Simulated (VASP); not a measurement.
## GeCl2: single point with PBE

The system is GeCl2.

```
Ge Cl
1.0
     0.00000    5.81621    5.81621
     5.81621    0.00000    5.81621
     5.81621    5.81621    0.00000
Ge Cl
2 4
Direct
  0.25000 0.25000 0.25000
  0.00000 0.00000 0.00000
  0.12500 0.12500 0.12500
  0.12500 0.12500 0.62500
  0.12500 0.62500 0.12500
  0.62500 0.12500 0.12500
```

- Program: VASP 6.6.1
- Task: single point
- Functional: PBE
- Potentials or basis: VASP PAW PBE potentials, release 64 (Ge_d, Cl)
- Cutoff: 520 eV
- k mesh: 6 × 6 × 6
- Occupations: gaussian, width 0.02 eV
- Spin: no spin polarisation

```
Pressure               : 0.0 GPa
Band gap on the k mesh : 0.62 eV, direct
```

Levels at points of the mesh, in eV from the valence-band top:
```tsv
k point	band 25	band 26	band 27	band 28	band 29	band 30	band 31	band 32
(0.00, 0.00, 0.00)	-3.16	-3.16	-3.16	0.00	0.62	0.62	0.62	3.39
(0.50, 0.00, 0.00)	-3.34	-3.34	-3.16	-1.51	1.06	1.06	2.58	2.90
(0.50, 0.50, 0.00)	-3.28	-3.28	-2.67	-2.67	1.52	1.52	2.78	2.78
```

It took 5.4 min on 1 thread of Intel(R) Xeon(R) Platinum 8259CL CPU @ 2.50GHz (Skylake/Cascade Lake) (shared host), peak memory 0.67 GiB.

A k mesh can miss the band edges. A hybrid or GW would open this gap; PBE tends to underestimate it.
